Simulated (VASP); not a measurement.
# Co3Si (P6_3/mmc) in VASP: single point with PBEsol

Aim: the single point of Co3Si with PBEsol.

Program: VASP 6.6.1. These are calculated values, not measurements. Logs are shortened: lines on timing, memory, paths and dates and some standing lists are left out, and cuts for length are marked.

## Step 1: The cell of the first run

It takes space group P6_3/mmc (No. 194, hexagonal). The conventional cell has a = 4.889 Å, b = 4.889 Å, c = 3.904 Å, α = 90.00°, β = 90.00°, γ = 120.00°. Co (site symmetry mm2) has 8 Co at 2.41 to 2.45 Å and 4 Si at 2.41 to 2.44 Å within 3.2 Å. Si (site symmetry -6m2) has 12 Co at 2.41 to 2.44 Å within 3.2 Å.

## Step 2: Single point, PBEsol

POSCAR reads:

```
Co3Si
1.0
    4.8891301338      0.0000000000      0.0000000000
   -2.4445650669      4.2341108983      0.0000000000
    0.0000000000      0.0000000000      3.9040733936
Co Si
6 2
Direct
    0.1664189120      0.3328378239      0.7500000000
    0.6671621761      0.8335810880      0.7500000000
    0.1664189120      0.8335810880      0.7500000000
    0.8335810880      0.6671621761      0.2500000000
    0.3328378239      0.1664189120      0.2500000000
    0.8335810880      0.1664189120      0.2500000000
    0.6666666667      0.3333333333      0.7500000000
    0.3333333333      0.6666666667      0.2500000000
```

INCAR.step1 reads:

```
SYSTEM = Co3Si
ALGO = Fast ; EDIFF = 1E-7
ENCUT = 520 ; GGA = PS
ISIF = 2 ; ISMEAR = 0
LASPH = .True. ; LCHARG = .True.
LMAXMIX = 4 ; LREAL = .False.
LWAVE = .False. ; NBANDS = 41
NELM = 60 ; PREC = Accurate
SIGMA = 0.1
```

KPOINTS.step1 reads:

```
k-points
0
Gamma
  12 12 10
  0 0 0
```

INCAR.step2 reads:

```
SYSTEM = Co3Si
ALGO = Fast ; EDIFF = 1E-7
ENCUT = 520 ; GGA = PS
ICHARG = 11 ; ISIF = 2
ISMEAR = -5 ; LASPH = .True.
LCHARG = .False. ; LMAXMIX = 4
LORBIT = 11 ; LREAL = .False.
LWAVE = .False. ; NEDOS = 2001
NELM = 60 ; PREC = Accurate
SIGMA = 0.1
```

KPOINTS.step2 reads:

```
k-points
0
Gamma
  18 18 15
  0 0 0
```

Potentials or basis: VASP PAW PBE potentials, release 64 (Co, Si).

The run is started by

```
$ cat potpaw_PBE.64/Co/POTCAR potpaw_PBE.64/Si/POTCAR > POTCAR
$ cp INCAR.step1 INCAR
$ cp KPOINTS.step1 KPOINTS
$ mpirun -np 1 vasp_std > vasp.out
$ cp INCAR.step2 INCAR
$ cp KPOINTS.step2 KPOINTS
$ mpirun -np 1 vasp_std > vasp.out
```

OUTCAR:

```text
SYSTEM = Co3Si
   EDIFF = 1E-7
   ENCUT = 520
   GGA = PS
   ICHARG = 11
   ISIF = 2
   ISMEAR = -5
   LASPH = .True.
   LORBIT = 11
   LREAL = .False.
   NELM = 60
   PREC = Accurate

 ion  position               nearest neighbor table
   1  0.166  0.333  0.750-   5 2.41   5 2.41   6 2.41   6 2.41   8 2.41   8 2.41   2 2.44   3 2.44
                             7 2.44   7 2.44   3 2.45   2 2.45
   2  0.667  0.834  0.750-   4 2.41   4 2.41   6 2.41   6 2.41   8 2.41   8 2.41   3 2.44   1 2.44
                             7 2.44   7 2.44   3 2.45   1 2.45
   3  0.166  0.834  0.750-   4 2.41   4 2.41   5 2.41   5 2.41   8 2.41   8 2.41   2 2.44   1 2.44
                             7 2.44   7 2.44   2 2.45   1 2.45
   4  0.834  0.667  0.250-   2 2.41   2 2.41   3 2.41   3 2.41   7 2.41   7 2.41   5 2.44   6 2.44
                             8 2.44   8 2.44   6 2.45   5 2.45
   5  0.333  0.166  0.250-   1 2.41   1 2.41   3 2.41   3 2.41   7 2.41   7 2.41   6 2.44   4 2.44
                             8 2.44   8 2.44   6 2.45   4 2.45
   6  0.834  0.166  0.250-   1 2.41   1 2.41   2 2.41   2 2.41   7 2.41   7 2.41   5 2.44   4 2.44
                             8 2.44   8 2.44   5 2.45   4 2.45
   7  0.667  0.333  0.750-   6 2.41   6 2.41   5 2.41   5 2.41   4 2.41   4 2.41   1 2.44   1 2.44
                             2 2.44   3 2.44   3 2.44   2 2.44
   8  0.333  0.667  0.250-   3 2.41   3 2.41   2 2.41   2 2.41   1 2.41   1 2.41   4 2.44   4 2.44
                             5 2.44   6 2.44   6 2.44   5 2.44

  LATTYP: Found a hexagonal cell.
 ALAT       =     4.8891301338
 C/A-ratio  =     0.7985210634

  Lattice vectors:

 A1 = (   4.8891301338,   0.0000000000,   0.0000000000)
 A2 = (  -2.4445650669,   4.2341108983,   0.0000000000)
 A3 = (   0.0000000000,   0.0000000000,   3.9040733936)

Analysis of symmetry for initial positions (statically):
=====================================================================
 Subroutine PRICEL returns:
 Original cell was already a primitive cell.

 Routine SETGRP: Setting up the symmetry group for a
 hexagonal supercell.

 Subroutine GETGRP returns: Found 24 space group operations
 (whereof 12 operations were pure point group operations)
 out of a pool of 24 trial point group operations.

The static configuration has the point symmetry D_3d.
 The point group associated with its full space group is D_6h.

Analysis of symmetry for dynamics (positions and initial velocities):
=====================================================================
 Subroutine PRICEL returns:
 Original cell was already a primitive cell.

 Routine SETGRP: Setting up the symmetry group for a
 hexagonal supercell.

 Subroutine GETGRP returns: Found 24 space group operations
 (whereof 12 operations were pure point group operations)
 out of a pool of 24 trial point group operations.

The dynamic configuration has the point symmetry D_3d.
 The point group associated with its full space group is D_6h.

 Subroutine INISYM returns: Found 24 space group operations
 (whereof 12 operations are pure point group operations),
 and found     1 'primitive' translations

----------------------------------------------------------------------------------------

                                     Primitive cell

  volume of cell :      80.8187

  direct lattice vectors                    reciprocal lattice vectors
     4.889130134  0.000000000  0.000000000     0.204535362  0.118088546  0.000000000
    -2.444565067  4.234110898  0.000000000     0.000000000  0.236177092  0.000000000
     0.000000000  0.000000000  3.904073394     0.000000000  0.000000000  0.256142726

  length of vectors
     4.889130134  4.889130134  3.904073394     0.236177092  0.236177092  0.256142726

  position of ions in fractional coordinates (direct lattice)
     0.166418912  0.332837824  0.750000000
     0.667162176  0.833581088  0.750000000
     0.166418912  0.833581088  0.750000000
     0.833581088  0.667162176  0.250000000
     0.332837824  0.166418912  0.250000000
     0.833581088  0.166418912  0.250000000
     0.666666667  0.333333333  0.750000000
     0.333333333  0.666666667  0.250000000

  ion indices of the primitive-cell ions
   primitive index   ion index
                 1           1
                 2           2
                 3           3
                 4           4
                 5           5
                 6           6
                 7           7
                 8           8

----------------------------------------------------------------------------------------

 KPOINTS: k-points

Automatic generation of k-mesh.
 Grid dimensions read from file:
 generate k-points for:   18   18   15

 Generating k-lattice:

  Cartesian coordinates                     Fractional coordinates (reciprocal lattice)
     0.011363076  0.006560475  0.000000000     0.055555556 -0.000000000  0.000000000
     0.000000000  0.013120950  0.000000000     0.000000000  0.055555556  0.000000000
     0.000000000  0.000000000  0.017076182     0.000000000  0.000000000  0.066666667

  Length of vectors
     0.013120950  0.013120950  0.017076182

  Shift w.r.t. Gamma in fractional coordinates (k-lattice)
     0.000000000  0.000000000  0.000000000

 TETIRR: Found   4782 inequivalent tetrahedra from    29160

 Subroutine IBZKPT returns following result:
 ===========================================

 Found    296 irreducible k-points:

 Following reciprocal coordinates:
            Coordinates               Weight
  0.000000  0.000000  0.000000      1.000000
  0.055556 -0.000000  0.000000      6.000000
  0.111111 -0.000000  0.000000      6.000000
  0.166667  0.000000  0.000000      6.000000
  0.222222 -0.000000  0.000000      6.000000
  0.277778  0.000000  0.000000      6.000000
[... 16 lines left out ...]
  0.333333  0.111111  0.000000     12.000000
  0.388889  0.111111  0.000000     12.000000
 [... further k-points ...]
   k-points           NKPTS =    296   k-points in BZ     NKDIM =    296   number of bands    NBANDS=     37
   number of dos      NEDOS =   2001   number of ions     NIONS =      8
   total plane-waves  NPLWV =  38880
   dimension x,y,z NGX =    36 NGY =   36 NGZ =   30
   dimension x,y,z NGXF=    72 NGYF=   72 NGZF=   60
   ions per type =               6   2
   NGX,Y,Z   is equivalent  to a cutoff of  12.24, 12.24, 12.77 a.u.
   NGXF,Y,Z  is equivalent  to a cutoff of  24.48, 24.48, 25.55 a.u.
 SYSTEM =  Co3Si
   PREC   = accura    normal or accurate (medium, high low for compatibility)
   ISTART =      0    job   : 0-new  1-cont  2-samecut
   ICHARG =     11    charge: 1-file 2-atom 10-const
   ISPIN  =      1    spin polarized calculation?
   LNONCOLLINEAR =      F non collinear calculations
   LSORBIT =      F    spin-orbit coupling
   LASPH  =      T    aspherical Exc in radial PAW
   ENCUT  =  520.0 eV  38.22 Ry    6.18 a.u.   9.09  9.09  7.26*2*pi/ulx,y,z
   NELM   =     60;   NELMIN=  2; NELMDL=  0     # of ELM steps
   EDIFF  = 0.1E-06   stopping-criterion for ELM
   LREAL  =      F    real-space projection
   EDIFFG = 0.1E-05   stopping-criterion for IOM
   NSW    =      0    number of steps for IOM
   IBRION =     -1    ionic relax: 0-MD 1-quasi-New 2-CG
   NFREE  =      0    steps in history (QN), initial steepest desc. (CG)
   ISIF   =      2    stress and relaxation
   ISYM   =      2    0-nonsym 1-usesym 2-fastsym
   POTIM  = 0.5000    time-step for ionic-motion
   TEBEG  =    0.0;   TEEND  =   0.0 temperature during run
   PSTRESS=    0.0 pullay stress
   NELECT =      62.0000    total number of electrons
   NUPDOWN=      -1.0000    fix difference up-down
   EMIN   =  10.00;   EMAX   =-10.00  energy-range for DOS
   EFERMI =   0.00;   METHOD = LEGACY
   ISMEAR =    -5;   SIGMA  =   0.10  broadening in eV -4-tet -1-fermi 0-gaus
   EFERMI_NEDOS =   21; number of points for ismear=-14 and -15
   IALGO  =     68    algorithm
   IMIX   =      4    mixing-type and parameters
     AMIX     =   0.40;   BMIX     =  1.00
     AMIX_MAG =   1.60;   BMIX_MAG =  1.00
  volume/ion in A,a.u.               =      10.10        68.17
  Fermi-wavevector in a.u.,A,eV,Ry     =   1.498654  2.832046 30.558205  2.245965
  Thomas-Fermi vector in A             =   2.610385
   LORBIT       =     11    0 simple, 1 ext, 2 COOP (PROOUT), +10 PAW based schemes
   GGA     = PS    functional components
   LHFCALC =     F    Hartree Fock is set to
   AEXX    =    0.0000 exact exchange contribution
   IVDW    =     0    specifies the selected vdW correction
   LEPSILON=     F    determine dielectric tensor
   LRPA    =     F    only Hartree local field effects (RPA)
 non-spin polarized calculation
 RMM-DIIS sequential band-by-band and
 Fermi weights with tetrahedron method with Bloechl corrections
  energy-cutoff  :      520.00
  volume of cell :       80.82
 maximum number of plane-waves:      2202

 number of electron      61.9999958 magnetization

 Free energy of the ion-electron system (eV)
  ---------------------------------------------------
  ext. energy  EPLUGINS =         0.00000000
  ---------------------------------------------------
  free energy    TOTEN  =       -60.78785955 eV

  energy without entropy =      -60.78785955  energy(sigma->0) =      -60.78785955

 E-fermi :  11.9959     XC(G=0): -13.6932

 val. band max:       12.0159830682   @ k =   0.1111   0.1111   0.0000
 cond. band min:      11.9903803280   @ k =   0.3889   0.0000   0.4000
 fundamental gap:     -0.0256027402
 Fermi energy:        11.9959338751

 k-point     1 :       0.0000    0.0000    0.0000
  band No.  band energies     occupation
      1      -0.2157      2.00000
      2       3.6889      2.00000
      3       6.9763      2.00000
      4       7.1418      2.00000
      5       7.1418      2.00000
      6       7.2019      2.00000
[... 29 lines left out ...]
     36      13.1507      0.00000
     37      13.9819      0.00000

 k-point     2 :       0.0556   -0.0000    0.0000
  band No.  band energies     occupation
      1      -0.1910      2.00000
      2       3.6756      2.00000
      3       6.8521      2.00000
      4       6.8966      2.00000
      5       6.9850      2.00000
      6       7.3531      2.00000
[... 29 lines left out ...]
     36      13.3115      0.00000
     37      14.0355      0.00000

 k-point     3 :       0.1111   -0.0000    0.0000
  band No.  band energies     occupation
      1      -0.1170      2.00000
      2       3.6309      2.00000
      3       6.5048      2.00000
      4       6.6361      2.00000
      5       7.0111      2.00000
      6       7.3753      2.00000
[... 29 lines left out ...]
     36      13.5916      0.00000
     37      14.1532      0.00000
[... 761 lines left out ...]
 k-point    23 :       0.3333    0.1111    0.0000
  band No.  band energies     occupation
      1       0.9605      2.00000
      2       2.5672      2.00000
      3       5.0397      2.00000
      4       6.1221      2.00000
      5       7.2707      2.00000
      6       7.3808      2.00000
[... 29 lines left out ...]
     36      14.9058      0.00000
     37      15.5780      0.00000

 k-point    24 :       0.3889    0.1111    0.0000
  band No.  band energies     occupation
      1       1.2147      2.00000
      2       2.2861      2.00000
      3       4.9516      2.00000
      4       6.1421      2.00000
      5       7.2017      2.00000
      6       7.4737      2.00000
[... 29 lines left out ...]
     36      15.1825      0.00000
     37      15.2198      0.00000

 [... further k-points ...]

------------------------ aborting loop because EDIFF is reached ----------------------------------------

  FORCE on cell =-STRESS in cart. coord.  units (eV):
  Direction    XX          YY          ZZ          XY          YZ          ZX
  --------------------------------------------------------------------------------------
  -------------------------------------------------------------------------------------
  Total       -0.5021352     -0.5021352     -0.5004712      0.0000000     -0.0000000      0.0000000
  in kB       -9.9544990     -9.9544990     -9.9215114      0.0000000     -0.0000000      0.0000000
  external PRESSURE =      -9.9435032 kB  Pullay stress =       0.0000000 kB

 VOLUME and BASIS-vectors are now :
 -----------------------------------------------------------------------------
  energy-cutoff  :      520.00
  volume of cell :       80.82
      direct lattice vectors                 reciprocal lattice vectors
     4.889130134  0.000000000  0.000000000     0.204535362  0.118088546  0.000000000
    -2.444565067  4.234110898  0.000000000     0.000000000  0.236177092  0.000000000
     0.000000000  0.000000000  3.904073394     0.000000000  0.000000000  0.256142726

 POSITION                                       TOTAL-FORCE (eV/Angst)
 -----------------------------------------------------------------------------------
      0.00000      1.40927      2.92806        -0.000000     -0.036931      0.000000
      1.22410      3.52947      2.92806         0.031983      0.018466     -0.000000
     -1.22410      3.52947      2.92806        -0.031983      0.018466     -0.000000
      2.44457      2.82484      0.97602         0.000000      0.036931     -0.000000
      1.22047      0.70464      0.97602        -0.031983     -0.018466     -0.000000
      3.66866      0.70464      0.97602         0.031983     -0.018466      0.000000
      2.44457      1.41137      2.92806        -0.000000      0.000000      0.000000
     -0.00000      2.82274      0.97602         0.000000      0.000000     -0.000000
 -----------------------------------------------------------------------------------
    total drift:                                0.000000     -0.000000      0.000000

  FREE ENERGIE OF THE ION-ELECTRON SYSTEM (eV)
  ---------------------------------------------------
  free  energy   TOTEN  =       -60.7878595536 eV

  energy  without entropy=      -60.7878595536  energy(sigma->0) =      -60.78785955

 total charge

# of ion       s       p       d       tot
------------------------------------------
    1        0.490   0.621   7.446   8.558
    2        0.490   0.621   7.446   8.558
    3        0.490   0.621   7.446   8.558
    4        0.490   0.621   7.446   8.558
    5        0.490   0.621   7.446   8.558
    6        0.490   0.621   7.446   8.558
    7        0.712   0.903   0.000   1.616
    8        0.712   0.903   0.000   1.616
--------------------------------------------------
tot          4.367   5.532  44.678  54.578
```

It took 12 min on 1 thread of AMD EPYC 9R45 (Zen 5), shared host; peak memory 0.67 GiB.

Results:

| Quantity | Value |
| --- | --- |
| Valence electrons inside the program's atomic spheres | Co 8.56; Si 1.62 |

Caveat: the PAW data sets were made with another functional, which shifts forces and pressure a little; the run has no spin polarisation, though such a crystal can be magnetic; tetrahedron occupations give inexact forces and stress in metals.
